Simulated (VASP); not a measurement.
Set up this calculation in VASP 6.6.1, as the native input.

- Task: single point
- Functional: PBEsol
- Potentials or basis: VASP PAW PBE potentials, release 64 (Sn_d, Te)
- Cutoff: 520 eV
- k mesh: 10 × 10 × 10
- Occupations: gaussian, width 0.03 eV
- Spin: no spin polarisation
- Dipole correction: no
- Further INCAR settings: ALGO = Normal; EDIFF = 1e-07; NBANDS = 17

The structure of SnTe lies in POSCAR:

```
SnTe
1.0
    0.0000000000      3.0577940549      3.3635734604
    3.0577940549      0.0000000000      3.3635734604
    3.0577940549      3.0577940549      0.0000000000
Sn Te
1 1
Direct
    0.0000000000      0.0000000000      0.0000000000
    0.5000000000      0.5000000000      0.5000000000
```

This cell differs from its parent crystal: ratio of the length along z to the lengths across it x 1.1, volume and fractional coordinates fixed.

The input as run:

INCAR

```
  PREC = Accurate
  ENCUT = 520
  EDIFF = 1E-7
  ISMEAR = 0
  SIGMA = 0.03
  LREAL = False
  LASPH = True
  NELM = 100
  ALGO = Normal
  ISIF = 2
  LWAVE = False
  LCHARG = False
  GGA = PS
  NBANDS = 17
```

KPOINTS

```
regular mesh
0
Gamma
  10 10 10
```

Potentials or basis: VASP PAW PBE potentials, release 64 (Sn_d, Te).

Command:

```console
$ cat potpaw_PBE.64/Sn_d/POTCAR potpaw_PBE.64/Te/POTCAR > POTCAR
$ mpirun -np 1 vasp_std > vasp.out
```

It gave:

The pressure is 0.5 GPa and the band gap on the k mesh is zero (bands 10 and 11 overlap by 0.09 eV).

Caveat: the stress differs along the axes, from -6 to 4 GPa; semilocal functionals underestimate gaps, and a narrow one can read as zero; the PAW data sets were made with another functional, which shifts forces and pressure a little; spin-orbit coupling is left out, which moves the levels of the heavy elements.

Run time: 87 s on 1 thread of Intel(R) Xeon(R) Platinum 8488C (Sapphire Rapids) (shared host), peak memory 0.27 GiB.
